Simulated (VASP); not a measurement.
Write the native input for VASP 6.6.1 that does the following.

* Task: single point
* Functional: r2SCAN
* Potentials or basis: VASP PAW PBE potentials, release 64 (P, As, Ga_d)
* Cutoff: 520 eV
* k mesh: 6 × 6 × 2
* Occupations: gaussian, width 0.01 eV
* Spin: no spin polarisation
* Dipole correction: no
* Further INCAR settings: ALGO = Normal; EDIFF = 1e-06; NBANDS = 36

Ga3AsP2:

```
P As Ga
1.0
     3.90596    0.00000    0.00000
    -1.95298    3.38266    0.00000
     0.00000    0.00000    9.56218
P As Ga
2 1 3
Cartesian
  0.0000 0.0000 0.0293
  0.0000 2.2551 3.1605
  1.9530 1.1276 6.3717
  0.0000 2.2551 0.7961
  1.9530 1.1276 3.9237
  0.0000 0.0000 7.2336
```

The input as run:

POSCAR

```
Ga3AsP2
1.0
    3.9059637249      0.0000000000      0.0000000000
   -1.9529818624      3.3826638120      0.0000000000
    0.0000000000      0.0000000000      9.5621795807
P As Ga
2 1 3
Direct
    0.0000000000      0.0000000000      0.0030602822
    0.3333333333      0.6666666667      0.3305233904
    0.6666666667      0.3333333333      0.6663422598
    0.3333333333      0.6666666667      0.0832499795
    0.6666666667      0.3333333333      0.4103402508
    0.0000000000      0.0000000000      0.7564838373
```

INCAR.step1

```
SYSTEM = Ga3AsP2
PREC     = Accurate       ! precision mode
ENCUT    = 520            ! plane-wave cutoff, eV
ISMEAR   = 0              ! smearing method
SIGMA    = 0.01           ! smearing width, eV
LREAL    = .False.        ! projectors in reciprocal space
LASPH    = .True.         ! aspherical terms in the spheres
NELM     = 60             ! most SCF steps
NBANDS   = 36             ! bands
GGA      = PE             ! functional
ALGO     = Normal         ! electronic algorithm
EDIFF    = 1E-4           ! SCF threshold, eV
LWAVE    = .True.         ! write WAVECAR
LCHARG   = .False.        ! write CHGCAR
```

INCAR.step2

```
SYSTEM = Ga3AsP2
PREC     = Accurate       ! precision mode
ENCUT    = 520            ! plane-wave cutoff, eV
EDIFF    = 1E-6           ! SCF threshold, eV
ISMEAR   = 0              ! smearing method
SIGMA    = 0.01           ! smearing width, eV
LREAL    = .False.        ! projectors in reciprocal space
LASPH    = .True.         ! aspherical terms in the spheres
NELM     = 60             ! most SCF steps
ALGO     = Normal         ! electronic algorithm
ISIF     = 2              ! what is computed and relaxed
LWAVE    = .False.        ! write WAVECAR
LCHARG   = .True.         ! write CHGCAR
METAGGA  = R2SCAN         ! meta-GGA
LMIXTAU  = .True.       
LELF     = .True.         ! ELF
LVHAR    = .True.       
NBANDS   = 36             ! bands
ISTART   = 1
```

KPOINTS

```
regular mesh
0
Gamma
  6 6 2
  0 0 0
```

Potentials or basis: VASP PAW PBE potentials, release 64 (P, As, Ga_d).

Run with:

```bash
$ cat potpaw_PBE.64/P/POTCAR potpaw_PBE.64/As/POTCAR potpaw_PBE.64/Ga_d/POTCAR > POTCAR
$ cp INCAR.step1 INCAR
$ mpirun -np 1 vasp_std > vasp.out
$ cp INCAR.step2 INCAR
$ mpirun -np 1 vasp_std > vasp.out
```

Results of the run:

```
Pressure               : 0.0 GPa
Largest force          : 0.019 eV/Å
Band gap on the k mesh : 1.62 eV (least direct gap 1.70 eV)
```

Caveat: the PAW data sets were made with another functional, which shifts forces and pressure a little.

It took 2.1 min on 1 thread of AMD EPYC 9R45 96-Core Processor (Zen 5), with other jobs on the host, peak memory 0.25 GiB.
